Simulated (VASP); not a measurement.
# Cu (I4/mmm) in VASP: further runs, part 2 of 2

VASP 6.6.1. The steps go on from the part before.

## 3. Single point, B3LYP

The input, POSCAR:

```
Cu
1.0
   -1.4427933200      1.4427933200      1.3760814500
    1.4427933200     -1.4427933200      1.3760814500
    1.4427933200      1.4427933200     -1.3760814500
Cu
1
Direct
    0.0000000000      0.0000000000      0.0000000000
```

The input, INCAR.step1:

```
ALGO = Normal
EDIFF = 1E-5
ENCUT = 520
GGA = PE
ISIF = 2
ISMEAR = -1
LASPH = True
LCHARG = False
LREAL = False
LWAVE = True
NBANDS = 12
NELM = 100
PREC = Accurate
SIGMA = 0.05
```

The input, INCAR.step2:

```
AEXX = 0.2
AGGAC = 0.81
AGGAX = 0.72
ALDAC = 0.19
ALGO = Normal
EDIFF = 1E-6
ENCUT = 520
GGA = B3
ISIF = 2
ISMEAR = -1
ISTART = 1
LASPH = True
LCHARG = False
LHFCALC = True
LREAL = False
LWAVE = False
NBANDS = 12
NELM = 100
PREC = Accurate
PRECFOCK = Normal
SIGMA = 0.05
```

The input, KPOINTS:

```
k-points
0
Gamma
  7 7 7
```

Potentials or basis: VASP PAW PBE potentials, release 64 (Cu).

Run with:

```sh
$ cat potpaw_PBE.64/Cu/POTCAR > POTCAR
$ cp INCAR.step1 INCAR
$ mpirun -np 1 vasp_std > vasp.out
$ cp INCAR.step2 INCAR
$ mpirun -np 1 vasp_std > vasp.out
```

OUTCAR:

```text
AEXX = 0.2
   EDIFF = 1E-6
   ENCUT = 520
   GGA = B3
   ISIF = 2
   ISMEAR = -1
   ISTART = 1
   LASPH = True
   LHFCALC = True
   LREAL = False
   NELM = 100
   PREC = Accurate
   PRECFOCK = Normal

 ion  position               nearest neighbor table
   1  0.000  0.000  0.000-

  LATTYP: Found a body centered tetragonal cell.
 ALAT       =     2.8855866400
 C/A-ratio  =     0.9537620052

  Lattice vectors:

 A1 = (  -1.4427933200,   1.4427933200,   1.3760814500)
 A2 = (   1.4427933200,  -1.4427933200,   1.3760814500)
 A3 = (   1.4427933200,   1.4427933200,  -1.3760814500)

Analysis of symmetry for initial positions (statically):
=====================================================================
 Subroutine PRICEL returns:
 Original cell was already a primitive cell.

 Routine SETGRP: Setting up the symmetry group for a
 body centered tetragonal supercell.

 Subroutine GETGRP returns: Found 16 space group operations
 (whereof 16 operations were pure point group operations)
 out of a pool of 16 trial point group operations.

The static configuration has the point symmetry D_4h.

Analysis of symmetry for dynamics (positions and initial velocities):
=====================================================================
 Subroutine PRICEL returns:
 Original cell was already a primitive cell.

 Routine SETGRP: Setting up the symmetry group for a
 body centered tetragonal supercell.

 Subroutine GETGRP returns: Found 16 space group operations
 (whereof 16 operations were pure point group operations)
 out of a pool of 16 trial point group operations.

The dynamic configuration has the point symmetry D_4h.

 Subroutine INISYM returns: Found 16 space group operations
 (whereof 16 operations are pure point group operations),
 and found     1 'primitive' translations

----------------------------------------------------------------------------------------

                                     Primitive cell

  volume of cell :      11.4581

  direct lattice vectors                    reciprocal lattice vectors
    -1.442793320  1.442793320  1.376081450     0.000000000  0.346549983  0.363350585
     1.442793320 -1.442793320  1.376081450     0.346549983  0.000000000  0.363350585
     1.442793320  1.442793320 -1.376081450     0.346549983  0.346549983  0.000000000

  length of vectors
     2.461078074  2.461078074  2.461078074     0.502116060  0.502116060  0.490095685

  position of ions in fractional coordinates (direct lattice)
     0.000000000  0.000000000  0.000000000

  ion indices of the primitive-cell ions
   primitive index   ion index
                 1           1

----------------------------------------------------------------------------------------

 KPOINTS: k-points

Automatic generation of k-mesh.
 Grid dimensions read from file:
 generate k-points for:    7    7    7

 Generating k-lattice:

[... 43 lines left out ...]
   k-points           NKPTS =     40   k-points in BZ     NKDIM =    343   number of bands    NBANDS=     12
   number of dos      NEDOS =    301   number of ions     NIONS =      1
   total plane-waves  NPLWV =   5832
   dimension x,y,z NGX =    18 NGY =   18 NGZ =   18
   dimension x,y,z NGXF=    36 NGYF=   36 NGZF=   36
   ions per type =               1
   NGX,Y,Z   is equivalent  to a cutoff of  12.16, 12.16, 12.16 a.u.
   NGXF,Y,Z  is equivalent  to a cutoff of  24.32, 24.32, 24.32 a.u.
 SYSTEM =  unknown system
   PREC   = accura    normal or accurate (medium, high low for compatibility)
   ISTART =      1    job   : 0-new  1-cont  2-samecut
   ICHARG =      0    charge: 1-file 2-atom 10-const
   ISPIN  =      1    spin polarized calculation?
   LNONCOLLINEAR =      F non collinear calculations
   LSORBIT =      F    spin-orbit coupling
   LASPH  =      T    aspherical Exc in radial PAW
   ENCUT  =  520.0 eV  38.22 Ry    6.18 a.u.   4.58  4.58  4.58*2*pi/ulx,y,z
   NELM   =    100;   NELMIN=  2; NELMDL=  0     # of ELM steps
   EDIFF  = 0.1E-05   stopping-criterion for ELM
   LREAL  =      F    real-space projection
   EDIFFG = 0.1E-04   stopping-criterion for IOM
   NSW    =      0    number of steps for IOM
   IBRION =     -1    ionic relax: 0-MD 1-quasi-New 2-CG
   NFREE  =      0    steps in history (QN), initial steepest desc. (CG)
   ISIF   =      2    stress and relaxation
   ISYM   =      3    0-nonsym 1-usesym 2-fastsym
   POTIM  = 0.5000    time-step for ionic-motion
   TEBEG  =    0.0;   TEEND  =   0.0 temperature during run
   PSTRESS=    0.0 pullay stress
   NELECT =      11.0000    total number of electrons
   NUPDOWN=      -1.0000    fix difference up-down
   EMIN   =  10.00;   EMAX   =-10.00  energy-range for DOS
   EFERMI =   0.00;   METHOD = LEGACY
   ISMEAR =    -1;   SIGMA  =   0.05  broadening in eV -4-tet -1-fermi 0-gaus
   EFERMI_NEDOS =   21; number of points for ismear=-14 and -15
   IALGO  =     38    algorithm
   IMIX   =      1    mixing-type and parameters
     AMIX     =   0.40;   BMIX     =  1.00
     AMIX_MAG =   1.60;   BMIX_MAG =  1.00
  volume/ion in A,a.u.               =      11.46        77.32
  Fermi-wavevector in a.u.,A,eV,Ry     =   1.614984  3.051878 35.486359  2.608174
  Thomas-Fermi vector in A             =   2.709805
   LORBIT       =      0    0 simple, 1 ext, 2 COOP (PROOUT), +10 PAW based schemes
   GGA     = B3    functional components
   LHFCALC =     T    Hartree Fock is set to
   PRECFOCK=normal    Normal, Fast or Accurate (Low or Medium for compatibility)
   ENCUT4O =  -1.0   cutoff for four orbital integrals eV
   NKREDX  =     1    reduce k-point grid by
   NKREDY  =     1    reduce k-point grid by
   NKREDZ  =     1    reduce k-point grid by
   AEXX    =    0.2000 exact exchange contribution
   HFSCREEN=    0.0000 screening length (either q_TF or 0.3 A-1)
   HFSCREENC=   0.0000 screening length for correlation (either q_TF or 0.3 A-1)
   ENCUTFOCK=  -1.0 apply spherical cutoff to Coloumb kernel
   IVDW    =     0    specifies the selected vdW correction
   LEPSILON=     F    determine dielectric tensor
   LRPA    =     F    only Hartree local field effects (RPA)
 non-spin polarized calculation
  energy-cutoff  :      520.00
  volume of cell :       11.46
 maximum number of plane-waves:       325
  NGX = 14; NGY = 14; NGZ = 14

 number of electron      10.9999998 magnetization

 Free energy of the ion-electron system (eV)
  ---------------------------------------------------
  ext. energy  EPLUGINS =         0.00000000
  ---------------------------------------------------
  free energy    TOTEN  =        -3.15550793 eV

  energy without entropy =       -3.15404891  energy(sigma->0) =       -3.15477842

 E-fermi :   7.9458     XC(G=0): -10.2711

 val. band max:        7.4701212266   @ k =  -0.2857   0.4286   0.1429
 cond. band min:       7.9852990077   @ k =  -0.4286   0.4286   0.1429
 fundamental gap:      0.5151777811
 Fermi energy:         7.9458374182

 k-point     1 :       0.0000    0.0000    0.0000
  band No.  band energies     occupation
      1      -2.6125      2.00000
      2       3.1490      2.00000
      3       3.3334      2.00000
      4       3.3335      2.00000
      5       4.2294      2.00000
      6       4.4302      2.00000
      7      34.5242      0.00000
      8      34.5242      0.00000
      9      35.7924      0.00000
     10      38.5973      0.00000
     11      38.5973      0.00000
     12      38.7738      0.00000
[... 331 lines left out ...]
 k-point    24 :      -0.4286    0.4286    0.1429
  band No.  band energies     occupation
      1       1.7063      2.00000
      2       3.0584      2.00000
      3       3.2929      2.00000
      4       4.0109      2.00000
      5       5.1336      2.00000
      6       7.9853      0.62467
      7      14.9872      0.00000
      8      25.4199      0.00000
      9      27.3121      0.00000
     10      34.5688      0.00000
     11      36.5914      0.00000
     12      38.1223      0.00000

 [... further k-points ...]

------------------------ aborting loop because EDIFF is reached ----------------------------------------

  FORCE on cell =-STRESS in cart. coord.  units (eV):
  Direction    XX          YY          ZZ          XY          YZ          ZX
  --------------------------------------------------------------------------------------
  -------------------------------------------------------------------------------------
  Total        1.1665109      1.1665109      0.7608687      0.0000000      0.0000000      0.0000000
  in kB      163.1124068    163.1124068    106.3917384      0.0000000      0.0000000      0.0000000
  external PRESSURE =     144.2055174 kB  Pullay stress =       0.0000000 kB

 VOLUME and BASIS-vectors are now :
 -----------------------------------------------------------------------------
  energy-cutoff  :      520.00
  volume of cell :       11.46
      direct lattice vectors                 reciprocal lattice vectors
    -1.442793320  1.442793320  1.376081450     0.000000000  0.346549983  0.363350585
     1.442793320 -1.442793320  1.376081450     0.346549983  0.000000000  0.363350585
     1.442793320  1.442793320 -1.376081450     0.346549983  0.346549983  0.000000000

 POSITION                                       TOTAL-FORCE (eV/Angst)
 -----------------------------------------------------------------------------------
      0.00000      0.00000      0.00000         0.000000      0.000000      0.000000
 -----------------------------------------------------------------------------------
    total drift:                                0.000000      0.000000      0.000000

  FREE ENERGIE OF THE ION-ELECTRON SYSTEM (eV)
  ---------------------------------------------------
  free  energy   TOTEN  =        -3.1555079287 eV

  energy  without entropy=       -3.1540489078  energy(sigma->0) =       -3.15477842
```

Wall time 26 min (1 thread of AMD EPYC 7R43 (Zen 3), shared host); peak memory 0.1 GiB.

What came out:

```yaml
Free_energy: -3.1555 eV
Pressure: 14.4 GPa
Band_gap_on_the_k_mesh: zero (an odd number of electrons rules out a gap without spin polarisation)
```

Levels at points of the mesh, in eV from the Fermi level:
```
           k point  band 4  band 5  band 6  band 7  band 8  band 9
(0.00, 0.00, 0.00)   -4.61   -3.72   -3.52   26.58   26.58   27.85
```

Caveat: the k points lie up to 0.45 Å⁻¹ apart, too coarse for converged energies and pressures of a metal; the PAW data sets were made with another functional, which shifts forces and pressure a little.

## 4. Single point, HSE06

This run uses another cell than the first one, of 10.77 Å³/atom.

The input, POSCAR:

```
Cu
1.0
   -1.4133402940      1.4133402940      1.3479902729
    1.4133402940     -1.4133402940      1.3479902729
    1.4133402940      1.4133402940     -1.3479902729
Cu
1
Direct
    0.0000000000      0.0000000000      0.0000000000
```

The input, INCAR.step1:

```
PREC = Accurate
ENCUT = 520
EDIFF = 1E-5
ISMEAR = -1
SIGMA = 0.05
LREAL = F
LASPH = T
NELM = 100
ALGO = Normal
ISIF = 2
LWAVE = T
NBANDS = 12
GGA = PE
```

The input, INCAR.step2:

```
PREC = Accurate
ENCUT = 520
EDIFF = 1E-6
ISMEAR = -1
SIGMA = 0.05
LREAL = F
LASPH = T
NELM = 100
ALGO = Normal
ISIF = 2
LWAVE = F
LCHARG = T
GGA = PE
LHFCALC = T
HFSCREEN = 0.2079
PRECFOCK = Normal
LELF = T
LVHAR = T
NBANDS = 12
ISTART = 1
```

The input, KPOINTS:

```
regular mesh
0
Gamma
  8 8 8
```

Run with:

```sh
$ cat potpaw_PBE.64/Cu/POTCAR > POTCAR
$ cp INCAR.step1 INCAR
$ mpirun -np 1 vasp_std > vasp.out
$ cp INCAR.step2 INCAR
$ mpirun -np 1 vasp_std > vasp.out
```

It took 65 min on 1 thread of Intel Xeon 8259CL, shared host; peak memory 0.23 GiB.

Results (log left out):

| Property | Result |
| --- | --- |
| Free energy | -3.4975 eV |
| Pressure | 19.1 GPa |
| Band gap on the k mesh | zero (an odd number of electrons rules out a gap without spin polarisation) |

Stress tensor (GPa, compression positive):
```
19.05  0.00  0.00
 0.00 19.05  0.00
 0.00  0.00 19.23
```

Levels at points of the mesh, in eV from the Fermi level:
```tsv
k point	band 4	band 5	band 6	band 7	band 8	band 9
(0.00, 0.00, 0.00)	-4.74	-3.75	-3.53	26.87	26.87	28.14
(0.50, 0.00, 0.00)	-3.30	-2.52	-0.52	5.97	19.20	19.92
(0.50, 0.50, 0.00)	-3.49	-2.59	-1.05	5.38	20.47	21.49
(0.50, 0.50, 0.50)	-2.81	-2.72	9.14	9.14	11.16	15.08
```

Caveat: the k points lie up to 0.40 Å⁻¹ apart, too coarse for converged energies and pressures of a metal; the PAW data sets were made with another functional, which shifts forces and pressure a little.

## 5. Summary

| level | cell | k mesh | share of exact exchange | screening parameter | gap on the mesh (eV) | pressure (GPa) |
| --- | --- | --- | --- | --- | --- | --- |
| PBEsol-based global hybrid with 25 % exact exchange | a = 2.461 Å, angles 108.2, 108.2, 112.0°, 1 atom | 7 × 7 × 7 | 0.25 | - | none | 1.5 |
| B3LYP | a = 2.461 Å, angles 108.2, 108.2, 112.0°, 1 atom | 7 × 7 × 7 | 0.2 | - | none | 14.4 |
| HSE06 | a = 2.411 Å, angles 108.2, 108.2, 112.0°, 1 atom | 8 × 8 × 8 | 0.25 | 0.2079 1/Å | none | 19.1 |

Alike in all rows: task single point; potentials or basis VASP PAW PBE potentials, release 64 (Cu); no spin polarisation; cutoff (eV) 520; smearing fermi-dirac 0.05 eV.

Caveats: all runs use coarse meshes; the PAW data sets were made with another functional, which shifts forces and pressure a little.

Absolute energies hang on the potentials; compare differences alone.

The gap in the log of VASP goes by the Fermi energy; the results here count the filled bands.